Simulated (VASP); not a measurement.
Set up this calculation in VASP 6.6.1, as the native input.

```yaml
Task: single point
Functional: r2SCAN
Potentials_or_basis: VASP PAW PBE potentials, release 64 (Ga_d)
Cutoff: 520 eV
k_mesh: 24 × 24 × 24
Occupations: gaussian, width 0.15 eV
Spin: no spin polarisation
Dipole_correction: no
Further_INCAR_settings: ALGO = Normal; EDIFF = 1e-07; NBANDS = 12
```

The system is Ga.

```xyz
1
Lattice="-1.3829 1.3829 2.2290 1.3829 -1.3829 2.2290 1.3829 1.3829 -2.2290" Properties=species:S:1:pos:R:3 pbc="T T T"
Ga    0.0000    0.0000    0.0000
```

This cell differs from its parent crystal: strain -0.015 along x and y, +0.000 along z.

These files were run (other wordings do the same):

POSCAR

```
Ga
1.0
   -1.3829400000      1.3829400000      2.2290000000
    1.3829400000     -1.3829400000      2.2290000000
    1.3829400000      1.3829400000     -2.2290000000
Ga
1
Direct
    0.0000000000      0.0000000000      0.0000000000
```

INCAR.step1

```
  ALGO = Normal
  EDIFF = 1E-4
  ENCUT = 520
  GGA = PE
  ISMEAR = 0
  LASPH = True
  LCHARG = False
  LREAL = False
  LWAVE = True
  NBANDS = 12
  NELM = 100
  PREC = Accurate
  SIGMA = 0.15
```

INCAR.step2

```
  ALGO = Normal
  EDIFF = 1E-7
  ENCUT = 520
  ISIF = 2
  ISMEAR = 0
  ISTART = 1
  LASPH = True
  LCHARG = True
  LELF = True
  LMIXTAU = True
  LREAL = False
  LVHAR = True
  LWAVE = False
  METAGGA = R2SCAN
  NBANDS = 12
  NELM = 100
  PREC = Accurate
  SIGMA = 0.15
```

KPOINTS

```
k-points
0
Gamma
  24 24 24
```

Potentials or basis: VASP PAW PBE potentials, release 64 (Ga_d).

Launch:

```sh
$ cat potpaw_PBE.64/Ga_d/POTCAR > POTCAR
$ cp INCAR.step1 INCAR
$ mpirun -np 1 vasp_std > vasp.out
$ cp INCAR.step2 INCAR
$ mpirun -np 1 vasp_std > vasp.out
```

It gave:

```
Pressure               : 3.0 GPa
Band gap on the k mesh : zero (an odd number of electrons rules out a gap without spin polarisation)
```

Caveat: the cell differs from its parent crystal (strain -0.015 along x and y, +0.000 along z); the PAW data sets were made with another functional, which shifts forces and pressure a little.

Run time: 16 min on 1 thread of Intel Xeon 8259CL, with other jobs on the host, peak memory 0.32 GiB.
